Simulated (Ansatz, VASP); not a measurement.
One calculation of CdS, two programs

```
Cd S
1.0
     4.28939    0.00000    0.00000
    -2.14470    3.71472    0.00000
     0.00000    0.00000    5.84261
Cd S
1 1
Direct
  0.00000 0.00000 0.44269
  0.66667 0.33333 0.43431
```

Change from the starting cell: volume scaled by 1.02.

Alike in both runs: task single point; functional LDA; k mesh 7 × 7 × 5; occupations fermi-dirac, width 0.05 eV; no spin polarisation.

```csv
,VASP,Ansatz
version,VASP 6.6.1,Ansatz 0.2.0
potentials or method,"VASP PAW LDA potentials, release 64 (Cd, S), cutoff 520 eV","all-electron LAPW, scalar-relativistic"
```

|  | VASP | Ansatz | Ansatz less VASP |
| --- | --- | --- | --- |
| gap on the k mesh at the Fermi level (eV) | 1.24 | 1.21 | -0.029 |
| least direct gap on the mesh (eV) | 1.25 | 1.23 | -0.027 |
| pressure (GPa) | -2.7 | -2.9 | -0.20 |
| traceless stress, the component that is largest in VASP (GPa) | 2.61 | 2.82 | +0.212 |
| rms of the force components (eV/Å) | 0.016 | 0.017 | +0.0014 |

LDA's correlation is that of Perdew and Zunger in VASP and of Perdew and Wang (1992) in Ansatz. Atom by atom the forces differ by 0.001 eV/Å (rms over components). Ansatz ran all-electron here, and VASP with PAW potentials.
